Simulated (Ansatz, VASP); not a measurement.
AlCu in VASP and in Ansatz

INCAR

```
ALGO = Fast
EDIFF = 1E-7
ENCUT = 520
GGA = PS
ISIF = 2
ISMEAR = 0
LASPH = T
LCHARG = T
LELF = T
LREAL = F
LVHAR = T
LWAVE = F
NBANDS = 14
NELM = 60
PREC = Accurate
SIGMA = 0.15
```

The input KPOINTS:

```
k-points
0
Gamma
  16 16 16
```

The input POSCAR:

```
AlCu
1.0
    2.9975090000      0.0224813175      0.0000000000
    0.0224813175      2.9975090000      0.0000000000
    0.0000000000      0.0000000000      2.9975090000
Al Cu
1 1
Direct
    0.0000000000      0.0000000000      0.0000000000
    0.5000000000      0.5000000000      0.5000000000
```

Input for Ansatz:

```yaml
crystal:
  lattice:
    - [2.997509, 0.0224813175, 0.0]
    - [0.0224813175, 2.997509, 0.0]
    - [0.0, 0.0, 2.997509]
  atoms:
    - { symbol: Al, position: [0.0, 0.0, 0.0] }
    - { symbol: Cu, position: [0.5, 0.5, 0.5] }
basis:
  ecutwfc: 420
kpoints:
  mp_grid: { grid: [16, 16, 16] }
hamiltonian:
  xc: pbesol
scf:
  occupations: { method: gaussian, width: 0.15 }
output:
  forces: true
  stress: true
  eigenvalues: true
```

Change from the starting cell: strain +0.0150 x Voigt [0, 0, 0, 0, 0, 1], atoms carried along.

Alike in both runs: task single point; functional PBEsol; k mesh 16 × 16 × 16; occupations gaussian, width 0.15 eV; no spin polarisation.

|  | VASP | Ansatz |
| --- | --- | --- |
| version | VASP 6.6.1 | Ansatz 0.2.0 |
| potentials or method | VASP PAW PBE potentials, release 64 (Al, Cu), cutoff 520 eV | scalar-relativistic, plane waves, PAW |
| valence electrons in the cell | 14 | 22 |

```tsv
	VASP	Ansatz	Ansatz less VASP
gap on the k mesh at the Fermi level (eV)	none	none	-
pressure (GPa)	-4.4	-4.8	-0.43
traceless stress, the component that is largest in VASP (GPa)	-0.44	-0.44	-0.001
```

VASP's potentials were made for PBE, not for PBEsol. A gap of «none» marks a metal or a gap that the smearing closes. VASP's potentials hold 14 valence electrons a cell and Ansatz's 22, so a difference there can come from the potentials and not from the codes.
